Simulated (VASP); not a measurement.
A run of VASP 6.6.1 is set up as follows.

File POSCAR:

```
SiO2
1.0
    4.1847325173      0.0000000000      0.0000000000
    0.0000000000      4.1847325173      0.0000000000
    0.0000000000      0.0000000000      2.6685159760
Si O
2 4
Direct
    0.0000000000      0.0000000000      0.0000000000
    0.5000000000      0.5000000000      0.5000000000
    0.3061014281      0.3061014281      0.0000000000
    0.1938985719      0.8061014281      0.5000000000
    0.6938985719      0.6938985719      0.0000000000
    0.8061014281      0.1938985719      0.5000000000
```

Contents of INCAR.step1:

```
SYSTEM = SiO2
  ALGO = Normal
  EDIFF = 1E-4
  ENCUT = 520
  GGA = PE
  ISMEAR = -1
  LASPH = .TRUE.
  LCHARG = .FALSE.
  LREAL = .FALSE.
  LWAVE = .TRUE.
  NBANDS = 25
  NELM = 100
  PREC = Accurate
  SIGMA = 0.02
```

Contents of INCAR.step2:

```
SYSTEM = SiO2
  ALGO = Normal
  EDIFF = 1E-6
  ENCUT = 520
  ISIF = 2
  ISMEAR = -1
  ISTART = 1
  LASPH = .TRUE.
  LCHARG = .FALSE.
  LMIXTAU = .TRUE.
  LREAL = .FALSE.
  LWAVE = .FALSE.
  METAGGA = R2SCAN
  NBANDS = 25
  NELM = 100
  PREC = Accurate
  SIGMA = 0.02
```

The input KPOINTS:

```
k-points
0
G
  6 6 10
  0 0 0
```

Potentials or basis: VASP PAW PBE potentials, release 64 (Si, O).

Run with:

```console
$ cat potpaw_PBE.64/Si/POTCAR potpaw_PBE.64/O/POTCAR > POTCAR
$ cp INCAR.step1 INCAR
$ mpirun -np 1 vasp_std > vasp.out
$ cp INCAR.step2 INCAR
$ mpirun -np 1 vasp_std > vasp.out
```

(1) What does it give for the pressure?

(2) Estimate the largest force.

## Answers

(1) 0.5 GPa.

(2) 0.024 eV/Å.

Caveat: the PAW data sets were made with another functional, which shifts forces and pressure a little.
